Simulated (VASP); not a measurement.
A run of VASP 6.6.1 is set up as follows.

File POSCAR:

```
Mo
1.0
    2.8000000000      0.0000000000      0.0000000000
   -1.4000000000      2.4248711306      0.0000000000
    0.0000000000      0.0000000000      4.5724000000
Mo
2
Direct
    0.3333333333      0.6666666667      0.2500000000
    0.6666666667      0.3333333333      0.7500000000
```

File INCAR.step1:

```
SYSTEM = Mo
PREC     = Accurate       ! precision mode
ENCUT    = 600            ! plane-wave cutoff, eV
ISMEAR   = -1             ! smearing method
SIGMA    = 0.1            ! smearing width, eV
LREAL    = .False.        ! projectors in reciprocal space
LASPH    = .True.         ! aspherical terms in the spheres
NELM     = 100            ! most SCF steps
GGA      = PE             ! functional
ALGO     = Normal         ! electronic algorithm
EDIFF    = 1E-4           ! SCF threshold, eV
LWAVE    = .True.         ! write WAVECAR
LCHARG   = .False.        ! write CHGCAR
```

The input INCAR.step2:

```
SYSTEM = Mo
PREC     = Accurate       ! precision mode
ENCUT    = 600            ! plane-wave cutoff, eV
EDIFF    = 1E-6           ! SCF threshold, eV
ISMEAR   = -1             ! smearing method
SIGMA    = 0.1            ! smearing width, eV
LREAL    = .False.        ! projectors in reciprocal space
LASPH    = .True.         ! aspherical terms in the spheres
NELM     = 100            ! most SCF steps
ALGO     = Normal         ! electronic algorithm
ISIF     = 3              ! what is computed and relaxed
LWAVE    = .False.        ! write WAVECAR
LCHARG   = .False.        ! write CHGCAR
METAGGA  = R2SCAN         ! meta-GGA
LMIXTAU  = .True.       
IBRION   = 2              ! ionic algorithm
NSW      = 80             ! ionic steps
EDIFFG   = -0.01          ! ionic threshold
PSTRESS  = 100.0        
ISTART   = 1
```

KPOINTS

```
Automatic mesh
0
Gamma
  7 7 4
  0 0 0
```

Potentials or basis: VASP PAW PBE potentials, release 64 (Mo_sv).

Launch:

```sh
$ cat potpaw_PBE.64/Mo_sv/POTCAR > POTCAR
$ cp INCAR.step1 INCAR
$ mpirun -np 1 vasp_std > vasp.out
$ cp INCAR.step2 INCAR
$ mpirun -np 1 vasp_std > vasp.out
```

Problem. What does it give for the relaxed volume?

Solution. 15.50 Å³/atom.

Problem. Predict the band gap on the k mesh.

Solution. Zero (band 14 reaches 13.88 eV, above the bottom of band 15 at 11.72 eV).

Problem. Estimate the relaxed cell.

Solution. a = 2.714 Å, b = 2.714 Å, c = 4.860 Å, α = 90.00°, β = 90.00°, γ = 120.00°.

Problem. Estimate the space group after relaxing (to 0.05 Å).

Solution. P6_3/mmc (No. 194).

The path:
```tsv
step	energy change (eV)	largest force (eV/Å)	pressure (GPa)	volume (Å³)
1	0.0000	0.0000	6.58	31.04
2	0.1189	0.0000	21.62	29.58
3	0.0219	0.0000	10.77	30.60
4	0.0121	0.0000	11.53	30.58
5	-0.0190	0.0000	14.18	30.48
6	0.1560	0.0000	22.94	30.16
7	-0.0223	0.0000	14.96	30.45
8	-0.0213	0.0000	15.45	30.43
9	-0.0264	0.0000	15.03	30.49
10	-0.0320	0.0000	14.48	30.57
11	-0.0378	0.0000	13.82	30.63
12	-0.0535	0.0000	11.89	30.82
13	-0.0772	0.0000	8.19	31.19
14	-0.0672	0.0000	9.90	31.01
15	-0.0667	0.0000	10.00	31.00
16	-0.0666	0.0000	10.01	31.00
17	-0.0664	0.0000	10.04	31.00
18	-0.0659	0.0000	10.10	30.99
19	-0.0661	0.0000	10.06	30.99
```

Caveat: the k points lie up to 0.38 Å⁻¹ apart in the final cell; the cell is relaxed towards a set pressure, so the enthalpy falls and the energy may rise; the PAW data sets were made with another functional, which shifts forces and pressure a little.
